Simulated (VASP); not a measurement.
# Br (Fd-3m) in VASP: notebook

Aim: see how the results for Br move with the level of theory and the settings. Levels: PBEsol, revPBE. Tasks: single point.

Everything below comes from runs of VASP 6.6.1. Logs are shortened: lines on timing, memory, paths and dates and some standing lists are left out, and cuts for length are marked.

### 1 The cell of the first run

Symmetry: Fd-3m, No. 227, cubic system. The conventional cell has a = 5.780 Å, b = 5.780 Å, c = 5.780 Å, α = 90.00°, β = 90.00°, γ = 90.00°. Within 3.3 Å of Br (site symmetry -43m) lie 4 Br at 2.50 Å.

### 2 Single point, PBEsol

The input, INCAR:

```
PREC = Accurate ; ENCUT = 520
EDIFF = 1E-6 ; ISMEAR = -1
SIGMA = 0.1 ; LREAL = False
LASPH = True ; NELM = 60
ALGO = Normal ; ISIF = 2
LWAVE = False ; LCHARG = False
GGA = PS ; NBANDS = 14
```

The input, KPOINTS:

```
regular mesh
0
Gamma
  11 11 11
```

The input, POSCAR:

```
Br
1.0
    0.0000000000      2.8899609983      2.8899609983
    2.8899609983      0.0000000000      2.8899609983
    2.8899609983      2.8899609983      0.0000000000
Br
2
Direct
   -0.1250000000     -0.1250000000     -0.1250000000
    0.1250000000      0.1250000000      0.1250000000
```

Potentials or basis: VASP PAW PBE potentials, release 64 (Br).

On the command line:

```bash
cat potpaw_PBE.64/Br/POTCAR > POTCAR
mpirun -np 1 vasp_std > vasp.out
```

OUTCAR:

```text
PREC = Accurate
   ENCUT = 520
   EDIFF = 1E-6
   ISMEAR = -1
   LREAL = False
   LASPH = True
   NELM = 60
   ISIF = 2
   GGA = PS

 ion  position               nearest neighbor table
   1  0.875  0.875  0.875-   2 2.50   2 2.50   2 2.50   2 2.50
   2  0.125  0.125  0.125-   1 2.50   1 2.50   1 2.50   1 2.50

  LATTYP: Found a face centered cubic cell.
 ALAT       =     5.7799219966

  Lattice vectors:

 A1 = (   0.0000000000,   2.8899609983,   2.8899609983)
 A2 = (   2.8899609983,   0.0000000000,   2.8899609983)
 A3 = (   2.8899609983,   2.8899609983,   0.0000000000)

Analysis of symmetry for initial positions (statically):
=====================================================================
 Subroutine PRICEL returns:
 Original cell was already a primitive cell.

 Routine SETGRP: Setting up the symmetry group for a
 face centered cubic supercell.

 Subroutine GETGRP returns: Found 48 space group operations
 (whereof 12 operations were pure point group operations)
 out of a pool of 48 trial point group operations.

The static configuration has the point symmetry D_3d.
 The point group associated with its full space group is O_h .

Analysis of symmetry for dynamics (positions and initial velocities):
=====================================================================
 Subroutine PRICEL returns:
 Original cell was already a primitive cell.

 Routine SETGRP: Setting up the symmetry group for a
 face centered cubic supercell.

 Subroutine GETGRP returns: Found 48 space group operations
 (whereof 12 operations were pure point group operations)
 out of a pool of 48 trial point group operations.

The dynamic configuration has the point symmetry D_3d.
 The point group associated with its full space group is O_h .

 Subroutine INISYM returns: Found 48 space group operations
 (whereof 12 operations are pure point group operations),
 and found     1 'primitive' translations

----------------------------------------------------------------------------------------

                                     Primitive cell

  volume of cell :      48.2732

  direct lattice vectors                    reciprocal lattice vectors
     0.000000000  2.889960998  2.889960998    -0.173012715  0.173012715  0.173012715
     2.889960998  0.000000000  2.889960998     0.173012715 -0.173012715  0.173012715
     2.889960998  2.889960998  0.000000000     0.173012715  0.173012715 -0.173012715

  length of vectors
     4.087022039  4.087022039  4.087022039     0.299666814  0.299666814  0.299666814

  position of ions in fractional coordinates (direct lattice)
     0.875000000  0.875000000  0.875000000
     0.125000000  0.125000000  0.125000000

  ion indices of the primitive-cell ions
   primitive index   ion index
                 1           1
                 2           2

----------------------------------------------------------------------------------------

 KPOINTS: regular mesh

Automatic generation of k-mesh.
 Grid dimensions read from file:
 generate k-points for:   11   11   11

 Generating k-lattice:

  Cartesian coordinates                     Fractional coordinates (reciprocal lattice)
    -0.015728429  0.015728429  0.015728429     0.090909091  0.000000000  0.000000000
     0.015728429 -0.015728429  0.015728429     0.000000000  0.090909091  0.000000000
     0.015728429  0.015728429 -0.015728429     0.000000000  0.000000000  0.090909091

  Length of vectors
     0.027242438  0.027242438  0.027242438

  Shift w.r.t. Gamma in fractional coordinates (k-lattice)
     0.000000000  0.000000000  0.000000000

 Subroutine IBZKPT returns following result:
 ===========================================

 Found     56 irreducible k-points:

 Following reciprocal coordinates:
            Coordinates               Weight
  0.000000  0.000000  0.000000      1.000000
  0.090909  0.000000  0.000000      8.000000
  0.181818  0.000000  0.000000      8.000000
  0.272727  0.000000  0.000000      8.000000
  0.363636  0.000000  0.000000      8.000000
  0.454545  0.000000  0.000000      8.000000
[... 16 lines left out ...]
 -0.272727  0.181818  0.000000     24.000000
 -0.181818  0.181818  0.000000     12.000000
 [... further k-points ...]
   k-points           NKPTS =     56   k-points in BZ     NKDIM =     56   number of bands    NBANDS=     14
   number of dos      NEDOS =    301   number of ions     NIONS =      2
   total plane-waves  NPLWV =  27000
   dimension x,y,z NGX =    30 NGY =   30 NGZ =   30
   dimension x,y,z NGXF=    60 NGYF=   60 NGZF=   60
   ions per type =               2
   NGX,Y,Z   is equivalent  to a cutoff of  12.20, 12.20, 12.20 a.u.
   NGXF,Y,Z  is equivalent  to a cutoff of  24.41, 24.41, 24.41 a.u.
 SYSTEM =  unknown system
   PREC   = accura    normal or accurate (medium, high low for compatibility)
   ISTART =      0    job   : 0-new  1-cont  2-samecut
   ICHARG =      2    charge: 1-file 2-atom 10-const
   ISPIN  =      1    spin polarized calculation?
   LNONCOLLINEAR =      F non collinear calculations
   LSORBIT =      F    spin-orbit coupling
   LASPH  =      T    aspherical Exc in radial PAW
   ENCUT  =  520.0 eV  38.22 Ry    6.18 a.u.   7.60  7.60  7.60*2*pi/ulx,y,z
   NELM   =     60;   NELMIN=  2; NELMDL= -5     # of ELM steps
   EDIFF  = 0.1E-05   stopping-criterion for ELM
   LREAL  =      F    real-space projection
   EDIFFG = 0.1E-04   stopping-criterion for IOM
   NSW    =      0    number of steps for IOM
   IBRION =     -1    ionic relax: 0-MD 1-quasi-New 2-CG
   NFREE  =      0    steps in history (QN), initial steepest desc. (CG)
   ISIF   =      2    stress and relaxation
   ISYM   =      2    0-nonsym 1-usesym 2-fastsym
   POTIM  = 0.5000    time-step for ionic-motion
   TEBEG  =    0.0;   TEEND  =   0.0 temperature during run
   PSTRESS=    0.0 pullay stress
   NELECT =      14.0000    total number of electrons
   NUPDOWN=      -1.0000    fix difference up-down
   EMIN   =  10.00;   EMAX   =-10.00  energy-range for DOS
   EFERMI =   0.00;   METHOD = LEGACY
   ISMEAR =    -1;   SIGMA  =   0.10  broadening in eV -4-tet -1-fermi 0-gaus
   EFERMI_NEDOS =   21; number of points for ismear=-14 and -15
   IALGO  =     38    algorithm
   IMIX   =      4    mixing-type and parameters
     AMIX     =   0.40;   BMIX     =  1.00
     AMIX_MAG =   1.60;   BMIX_MAG =  1.00
  volume/ion in A,a.u.               =      24.14       162.88
  Fermi-wavevector in a.u.,A,eV,Ry     =   1.083633  2.047769 15.976782  1.174260
  Thomas-Fermi vector in A             =   2.219704
   LORBIT       =      0    0 simple, 1 ext, 2 COOP (PROOUT), +10 PAW based schemes
   GGA     = PS    functional components
   LHFCALC =     F    Hartree Fock is set to
   AEXX    =    0.0000 exact exchange contribution
   IVDW    =     0    specifies the selected vdW correction
   LEPSILON=     F    determine dielectric tensor
   LRPA    =     F    only Hartree local field effects (RPA)
 non-spin polarized calculation
  energy-cutoff  :      520.00
  volume of cell :       48.27
 maximum number of plane-waves:      1315
   NGX = 15   NGY = 15   NGZ = 15

 number of electron      14.0000004 magnetization

 Free energy of the ion-electron system (eV)
  ---------------------------------------------------
  ext. energy  EPLUGINS =         0.00000000
  ---------------------------------------------------
  free energy    TOTEN  =        -0.53429065 eV

  energy without entropy =       -0.46567341  energy(sigma->0) =       -0.49998203

 E-fermi :   4.3102     XC(G=0):  -9.4635

 val. band max:        4.3047506103   @ k =  -0.2727   0.3636   0.0909
 cond. band min:       4.3194709672   @ k =   0.4545   0.1818   0.0909
 fundamental gap:      0.0147203569
 Fermi energy:         4.3102083807

 k-point     1 :       0.0000    0.0000    0.0000
  band No.  band energies     occupation
      1     -14.9871      2.00000
      2      -8.4725      2.00000
      3      -1.3516      2.00000
      4      -1.3516      2.00000
      5      -1.3516      2.00000
      6       1.9233      2.00000
      7       1.9233      2.00000
      8       1.9233      2.00000
      9       8.3281      0.00000
     10      11.7093      0.00000
     11      11.7093      0.00000
     12      14.1280      0.00000
     13      14.1280      0.00000
     14      14.1280      0.00000

 k-point     2 :       0.0909    0.0000    0.0000
  band No.  band energies     occupation
      1     -14.9199      2.00000
      2      -8.6629      2.00000
      3      -1.4410      2.00000
      4      -1.4410      2.00000
      5      -1.3627      2.00000
      6       2.0548      2.00000
      7       2.0590      2.00000
      8       2.0590      2.00000
      9       8.6372      0.00000
     10      11.4401      0.00000
     11      11.4401      0.00000
     12      13.8496      0.00000
     13      14.7093      0.00000
     14      14.7093      0.00000

 k-point     3 :       0.1818    0.0000    0.0000
  band No.  band energies     occupation
      1     -14.7248      2.00000
      2      -9.1643      2.00000
      3      -1.6517      2.00000
      4      -1.6517      2.00000
      5      -1.4493      2.00000
      6       2.3878      2.00000
      7       2.3878      2.00000
      8       2.5120      2.00000
      9       9.3851      0.00000
     10      11.0924      0.00000
     11      11.0924      0.00000
     12      13.4280      0.00000
     13      15.9623      0.00000
     14      15.9623      0.00000

 k-point     4 :       0.2727    0.0000    0.0000
  band No.  band energies     occupation
      1     -14.4251      2.00000
      2      -9.8228      2.00000
      3      -1.8830      2.00000
      4      -1.8830      2.00000
      5      -1.6280      2.00000
      6       2.7566      2.00000
      7       2.7566      2.00000
      8       3.2968      1.99992
      9      10.0964      0.00000
     10      11.0573      0.00000
     11      11.0573      0.00000
     12      13.2415      0.00000
     13      16.4298      0.00000
     14      16.8518      0.00000

 k-point     5 :       0.3636    0.0000    0.0000
  band No.  band energies     occupation
      1     -14.0777      2.00000
      2     -10.4678      2.00000
      3      -2.0657      2.00000
      4      -2.0657      2.00000
      5      -1.8142      2.00000
      6       3.0428      1.99999
      7       3.0428      1.99999
      8       4.2145      1.44526
      9      10.4468      0.00000
     10      11.4337      0.00000
     11      11.4337      0.00000
[... 276 lines left out ...]
 k-point    22 :      -0.3636    0.1818    0.0000
  band No.  band energies     occupation
      1     -13.6417      2.00000
      2     -11.1122      2.00000
      3      -3.2889      2.00000
      4      -2.3026      2.00000
      5      -0.4857      2.00000
      6       3.0393      1.99999
      7       3.5516      1.99899
      8       4.5789      0.12755
      9       9.9298      0.00000
     10      11.0610      0.00000
     11      11.6274      0.00000
     12      13.6976      0.00000
     13      16.0595      0.00000
     14      16.3143      0.00000

 k-point    23 :      -0.2727    0.1818    0.0000
  band No.  band energies     occupation
      1     -13.9710      2.00000
      2     -10.6151      2.00000
      3      -3.1094      2.00000
      4      -2.0792      2.00000
      5      -0.5820      2.00000
      6       2.8963      2.00000
      7       3.1599      1.99998
      8       4.1389      1.69436
      9      10.3982      0.00000
     10      10.4845      0.00000
     11      11.5704      0.00000
     12      14.1626      0.00000
     13      15.6575      0.00000
     14      16.7016      0.00000

 k-point    24 :      -0.1818    0.1818    0.0000
  band No.  band energies     occupation
      1     -14.3132      2.00000
      2     -10.0243      2.00000
      3      -2.7379      2.00000
      4      -1.8372      2.00000
      5      -0.7879      2.00000
      6       2.5718      2.00000
      7       2.7389      2.00000
      8       3.6959      1.99571
      9      10.3268      0.00000
     10      10.4105      0.00000
     11      11.3201      0.00000
     12      14.7819      0.00000
     13      15.2636      0.00000
     14      16.2351      0.00000

 [... further k-points ...]

------------------------ aborting loop because EDIFF is reached ----------------------------------------

  FORCE on cell =-STRESS in cart. coord.  units (eV):
  Direction    XX          YY          ZZ          XY          YZ          ZX
  --------------------------------------------------------------------------------------
  -------------------------------------------------------------------------------------
  Total        8.9746140      8.9746140      8.9746140      0.0000000      0.0000000      0.0000000
  in kB      297.8656467    297.8656467    297.8656467      0.0000000      0.0000000      0.0000000
  external PRESSURE =     297.8656467 kB  Pullay stress =       0.0000000 kB

 VOLUME and BASIS-vectors are now :
 -----------------------------------------------------------------------------
  energy-cutoff  :      520.00
  volume of cell :       48.27
      direct lattice vectors                 reciprocal lattice vectors
     0.000000000  2.889960998  2.889960998    -0.173012715  0.173012715  0.173012715
     2.889960998  0.000000000  2.889960998     0.173012715 -0.173012715  0.173012715
     2.889960998  2.889960998  0.000000000     0.173012715  0.173012715 -0.173012715

 POSITION                                       TOTAL-FORCE (eV/Angst)
 -----------------------------------------------------------------------------------
      5.05743      5.05743      5.05743         0.000000     -0.000000     -0.000000
      0.72249      0.72249      0.72249        -0.000000      0.000000      0.000000
 -----------------------------------------------------------------------------------
    total drift:                               -0.000000      0.000000      0.000000

  FREE ENERGIE OF THE ION-ELECTRON SYSTEM (eV)
  ---------------------------------------------------
  free  energy   TOTEN  =        -0.5342906472 eV

  energy  without entropy=       -0.4656734055  energy(sigma->0) =       -0.49998203
```

Wall time 16 s (1 thread of AMD EPYC 9R45 (Zen 5), shared host); peak memory 0.15 GiB.

What came out:

| Quantity | Value |
| --- | --- |
| Free energy | -0.5343 eV |
| Pressure | 29.8 GPa |
| Band gap on the k mesh | zero (band 7 reaches 5.41 eV, above the bottom of band 8 at 1.92 eV) |

Caveat: the PAW data sets were made with another functional, which shifts forces and pressure a little.

### 3 Single point, revPBE

The input, INCAR:

```
PREC = Accurate
ENCUT = 520
EDIFF = 1E-7
ISMEAR = -5
SIGMA = 0.1
LREAL = False
LASPH = True
NELM = 80
ALGO = Normal
ISIF = 2
LWAVE = False
LCHARG = True
GGA = RE
LELF = True
LVHAR = True
NBANDS = 14
```

The input, KPOINTS:

```
Automatic mesh
0
Gamma
  11 11 11
```

POSCAR is that of step 2.

Potentials or basis: VASP PAW PBE potentials, release 64 (Br).

On the command line:

```bash
cat potpaw_PBE.64/Br/POTCAR > POTCAR
mpirun -np 1 vasp_std > vasp.out
```

Wall time 21 s (1 thread of AMD EPYC 9R45 (Zen 5), shared host); peak memory 0.15 GiB.

The run converged. Its results:

* Free energy: 1.0192 eV
* Pressure: 34.8 GPa
* Band gap on the k mesh: zero (band 7 reaches 5.60 eV, above the bottom of band 8 at 2.13 eV)

Levels at points of the mesh, in eV from the Fermi level:
```
           k point  band 3  band 4  band 5  band 6  band 7  band 8  band 9  band 10  band 11  band 12
(0.00, 0.00, 0.00)   -5.68   -5.68   -5.68   -2.41   -2.41   -2.41    4.52     7.45     7.45    10.04
```

Caveat: the PAW data sets were made with another functional, which shifts forces and pressure a little; tetrahedron occupations give inexact forces and stress in metals.

### 4 Single point, PBEsol (volume scaled by 0.7)

The input, INCAR:

```
SYSTEM = Br
PREC     = Accurate       ! precision mode
ENCUT    = 520            ! plane-wave cutoff, eV
EDIFF    = 1E-6           ! SCF threshold, eV
ISMEAR   = -1             ! smearing method
SIGMA    = 0.1            ! smearing width, eV
LREAL    = .False.        ! projectors in reciprocal space
LASPH    = .True.         ! aspherical terms in the spheres
NELM     = 80             ! most SCF steps
ALGO     = Normal         ! electronic algorithm
ISIF     = 2              ! what is computed and relaxed
LWAVE    = .False.        ! write WAVECAR
LCHARG   = .False.        ! write CHGCAR
GGA      = PS             ! functional
NBANDS   = 14             ! bands
```

The input, KPOINTS:

```
regular mesh
0
Gamma
  11 11 11
  0 0 0
```

The input, POSCAR:

```
Br
1.0
    0.0000000000      3.0423388147      3.0423388147
    3.0423388147      0.0000000000      3.0423388147
    3.0423388147      3.0423388147      0.0000000000
Br
2
Direct
   -0.1250000000     -0.1250000000     -0.1250000000
    0.1250000000      0.1250000000      0.1250000000
```

On the command line:

```bash
cat potpaw_PBE.64/Br/POTCAR > POTCAR
mpirun -np 1 vasp_std > vasp.out
```

It took 19 s on 1 thread of AMD EPYC 9R45 (Zen 5), shared host; peak memory 0.16 GiB.

Results (log left out):

- Free energy: -1.6197 eV
- Pressure: 15.0 GPa
- Band gap on the k mesh: zero (band 7 reaches 3.31 eV, above the bottom of band 8 at 0.64 eV)

Levels at points of the mesh, in eV from the Fermi level:
```
           k point  band 4  band 5  band 6  band 7  band 8  band 9  band 10  band 11
(0.00, 0.00, 0.00)   -4.74   -4.74   -1.87   -1.87   -1.87    4.35     7.91     7.91
```

Caveat: the PAW data sets were made with another functional, which shifts forces and pressure a little.

### 5 Summary

| level | cell | smearing | gap on the mesh (eV) | pressure (GPa) |
| --- | --- | --- | --- | --- |
| PBEsol | a = 4.087 Å, angles 60.0°, 2 atoms | fermi-dirac 0.1 eV | none | 29.8 |
| revPBE | a = 4.087 Å, angles 60.0°, 2 atoms | tetrahedron | none | 34.8 |
| PBEsol | a = 4.303 Å, angles 60.0°, 2 atoms | fermi-dirac 0.1 eV | none | 15.0 |

Alike in all rows: task single point; potentials or basis VASP PAW PBE potentials, release 64 (Br); no spin polarisation; k mesh 11 × 11 × 11; cutoff (eV) 520.

Caveats: the PAW data sets were made with another functional, which shifts forces and pressure a little; tetrahedron occupations give inexact forces and stress in metals (some runs).

Absolute energies hang on the potentials; compare differences alone.
